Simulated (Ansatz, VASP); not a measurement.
# Two plane-wave programs on TaN

```xyz
6
Lattice="5.2928 0.0000 0.0000 -2.6464 4.5837 0.0000 0.0000 0.0000 2.9650" Properties=species:S:1:pos:R:3 pbc="T T T"
Ta    0.0000    0.0000    0.0000
Ta    0.0000    3.0558    1.4825
Ta    2.6464    1.5279    1.4825
N     2.6464    0.0000    0.0000
N     1.3232    2.2919    0.0000
N    -1.3232    2.2919    0.0000
```

Alike in both runs: task single point; functional r2SCAN; dispersion D4; k mesh 5 × 5 × 8; occupations fermi-dirac, width 0.05 eV; no spin polarisation.

|  | VASP | Ansatz |
| --- | --- | --- |
| version | VASP 6.6.1 | Ansatz 0.2.0 |
| potentials or method | VASP PAW PBE potentials, release 64 (Ta_pv, N), cutoff 520 eV | plane waves, PAW |
| valence electrons in the cell | 48 | 54 |

Ansatz gave:

| Quantity | Value |
| --- | --- |
| pressure (GPa) | -14.2 |
| traceless stress, the component that is largest in VASP (GPa) | -5.45 |

Task: Which values does VASP return?

Result: Pressure (GPa): -12.8; traceless stress, the component that is largest in VASP (GPa): -5.28.

VASP's potentials were made for PBE, not for r2SCAN. VASP's potentials hold 48 valence electrons a cell and Ansatz's 54, so a difference there can come from the potentials and not from the codes.

Neither program's run includes spin-orbit coupling.
